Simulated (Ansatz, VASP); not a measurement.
## CdO: VASP beside Ansatz

Contents of POSCAR:

```
CdO
1.0
    0.0000000000      2.3763026247      2.3763026247
    2.3763026247      0.0000000000      2.3763026247
    2.3763026247      2.3763026247      0.0000000000
Cd O
1 1
Direct
    0.0000000000      0.0000000000      0.0000000000
    0.5000000000      0.5000000000      0.5000000000
```

Contents of INCAR.step1:

```
PREC = Accurate ; ENCUT = 660
ISMEAR = -1 ; SIGMA = 0.02
LREAL = False ; LASPH = True
NELM = 120 ; NBANDS = 16
GGA = PE ; ALGO = Normal
EDIFF = 1E-5 ; LWAVE = True
LCHARG = False ; GGA_COMPAT = False
```

Contents of INCAR.step2:

```
PREC = Accurate ; ENCUT = 660
EDIFF = 1E-6 ; ISMEAR = -1
SIGMA = 0.02 ; LREAL = False
LASPH = True ; NELM = 120
ALGO = Normal ; ISIF = 2
LWAVE = False ; LCHARG = False
METAGGA = R2SCAN ; LMIXTAU = True
NBANDS = 16 ; ISTART = 1
GGA_COMPAT = False
```

KPOINTS

```
regular mesh
0
Gamma
  8 8 8
```

Input for Ansatz:

```yaml
crystal:
  lattice:
    - [0.0, 2.3763026247, 2.3763026247]
    - [2.3763026247, 0.0, 2.3763026247]
    - [2.3763026247, 2.3763026247, 0.0]
  atoms:
    - { symbol: Cd, position: [0.0, 0.0, 0.0] }
    - { symbol: O, position: [0.5, 0.5, 0.5] }
kpoints:
  mp_grid: { grid: [8, 8, 8] }
hamiltonian:
  xc: r2scan
scf:
  occupations: { method: fermi_dirac, width: 0.02 }
  n_extra_bands: 4
output:
  forces: true
  stress: true
  eigenvalues: true
```

Alike in both runs: task single point; functional r2SCAN; k mesh 8 × 8 × 8; occupations fermi-dirac, width 0.02 eV; no spin polarisation.

|  | VASP | Ansatz |
| --- | --- | --- |
| version | VASP 6.6.1 | Ansatz 0.2.0 |
| potentials or method | VASP PAW PBE potentials, release 64 (Cd, O) | plane waves, PAW |
| plane-wave cutoff (eV) | 660 | 500 |
| valence electrons in the cell | 18 | 26 |

```csv
,VASP,Ansatz,Ansatz less VASP
pressure (GPa),-2.8,-4.1,-1.31
```

VASP's potentials were made for PBE, not for r2SCAN. With one functional, cell and mesh, what is left measures potentials, basis and numerics. VASP's potentials hold 18 valence electrons a cell and Ansatz's 26, so a difference there can come from the potentials and not from the codes.
